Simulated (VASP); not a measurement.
## CuI: relaxation of cell and atoms with PBE

Crystal: CuI.

```
I Cu
1.0
     0.00000    3.03150    3.03150
     3.03150    0.00000    3.03150
     3.03150    3.03150    0.00000
I Cu
1 1
Direct
  0.00000 0.00000 0.00000
  0.75000 0.75000 0.75000
```

- Program: VASP 6.6.1
- Task: relaxation of cell and atoms
- Functional: PBE
- Potentials or basis: VASP PAW PBE potentials, release 64 (I, Cu)
- Cutoff: 600 eV
- k mesh: 8 × 8 × 8
- Occupations: fermi-dirac, width 0.05 eV
- Spin: no spin polarisation
- Dipole correction: no
- Further INCAR settings: ALGO = Normal; EDIFF = 1e-07; IBRION = 2; EDIFFG = -0.01; NSW = 80; ISIF = 3

```
Relaxed volume                        : 28.12 Å³/atom
Relaxed cell                          : a = 4.300 Å, b = 4.300 Å, c = 4.300 Å, α = 60.00°, β = 60.00°, γ = 60.00°
Space group after relaxing (to 0.1 Å) : F-43m (No. 216)
Energy gained by relaxing             : 0.3 meV/atom
Ionic steps                           : 2
Pressure after relaxing               : 0.0 GPa
Band gap on the k mesh                : 1.12 eV
```

Step by step:
```tsv
step	energy change (eV)	largest force (eV/Å)	pressure (GPa)	volume (Å³)
1	0.0000	0.0000	0.36	55.72
2	-0.0006	0.0000	0.01	56.23
```

Final structure:
```
I Cu
1.0
     0.00000    3.04076    3.04076
     3.04076    0.00000    3.04076
     3.04076    3.04076    0.00000
I Cu
1 1
Direct
  0.00000 0.00000 0.00000
  0.75000 0.75000 0.75000
```

Levels at points of the mesh, in eV from the valence-band top:
| k point | band 5 | band 6 | band 7 | band 8 | band 9 | band 10 | band 11 | band 12 | band 13 |
| --- | --- | --- | --- | --- | --- | --- | --- | --- | --- |
| (0.00, 0.00, 0.00) | -1.81 | -1.81 | 0.00 | 0.00 | 0.00 | 1.12 | 4.88 | 4.88 | 4.88 |
| (0.50, 0.00, 0.00) | -1.79 | -1.79 | -1.74 | -0.69 | -0.69 | 2.15 | 5.41 | 5.41 | 7.39 |
| (0.50, 0.50, 0.00) | -1.84 | -1.76 | -1.73 | -1.47 | -1.47 | 2.74 | 2.91 | 9.13 | 9.71 |

Run time: 38 s on 1 thread of Intel(R) Xeon(R) Platinum 8488C (Sapphire Rapids), on a shared host, peak memory 0.22 GiB.

Caveat: spin-orbit coupling is left out, which moves the levels of the heavy elements. PBE gaps usually lie below the measured ones, often by a third to a half.
